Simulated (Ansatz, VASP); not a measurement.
## Two plane-wave programs on MgO

```xyz
2
Lattice="2.6239 0.0000 0.0000 0.0000 2.6239 0.0000 0.0000 0.0000 2.6239" Properties=species:S:1:pos:R:3 pbc="T T T"
Mg    0.0000    0.0000    0.0000
O     1.3119    1.3119    1.3119
```

Alike in both runs: task single point; functional r2SCAN; k mesh 8 × 8 × 8; occupations gaussian, width 0.05 eV; no spin polarisation.

```csv
,VASP,Ansatz
version,VASP 6.6.1,Ansatz 0.2.0
potentials or method,"VASP PAW PBE potentials, release 64 (Mg_sv, O), cutoff 750 eV","scalar-relativistic, plane waves, PAW"
valence electrons in the cell,16,16
```

```tsv
	VASP	Ansatz	Ansatz less VASP
gap on the k mesh at the Fermi level (eV)	3.52	3.49	-0.033
least direct gap on the mesh (eV)	4.57	4.54	-0.033
pressure (GPa)	-0.1	-0.1	-0.02
```

VASP's potentials were made for PBE, not for r2SCAN. The functional is the same, so the differences come from potentials, cutoffs and numerics.
